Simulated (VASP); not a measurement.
Wanted: the native input for a VASP 6.6.1 run.

```yaml
Task: single point
Functional: PBE
Dispersion: D3(BJ)
Potentials_or_basis: VASP PAW PBE potentials, release 64 (Sn_d, Se)
Cutoff: 500 eV
k_mesh: 12 × 12 × 6
Occupations: gaussian, width 0.03 eV
Spin: no spin polarisation
Dipole_correction: no
Further_INCAR_settings: ALGO = Normal; EDIFF = 1e-06; NBANDS = 20
```

The structure of SnSe2 lies in POSCAR:

```
SnSe2
1.0
    3.9720049504      0.0000000000      0.0000000000
   -1.9860024752      3.4398571910      0.0000000000
    0.0000000000      0.0000000000      6.2164380560
Sn Se
1 2
Direct
    0.0000000000      0.0000000000      0.0000000000
    0.3333333333      0.6666666667      0.2651331237
    0.6666666667      0.3333333333      0.7348668763
```

These files were run (other wordings do the same):

INCAR

```
  PREC = Accurate
  ENCUT = 500
  EDIFF = 1E-6
  ISMEAR = 0
  SIGMA = 0.03
  LREAL = F
  LASPH = T
  NELM = 120
  ALGO = Normal
  ISIF = 2
  LWAVE = F
  LCHARG = F
  GGA = PE
  IVDW = 12
  NBANDS = 20
  GGA_COMPAT = F
```

KPOINTS

```
Automatic mesh
0
Gamma
  12 12 6
```

Potentials or basis: VASP PAW PBE potentials, release 64 (Sn_d, Se).

Launch:

```sh
$ cat potpaw_PBE.64/Sn_d/POTCAR potpaw_PBE.64/Se/POTCAR > POTCAR
$ mpirun -np 1 vasp_std > vasp.out
```

Results of the run:

```yaml
Pressure: -5.3 GPa
Largest_force: 0.653 eV/Å
Band_gap_on_the_k_mesh: 0.25 eV (least direct gap 0.49 eV)
Dispersion_energy_per_atom: -0.327 eV
```

Caveat: the cell stands under tension; spin-orbit coupling is left out, which moves the levels of the heavy elements.

Wall time 3.4 min on 1 thread of Intel Xeon 8259CL (shared host), peak memory 0.31 GiB.
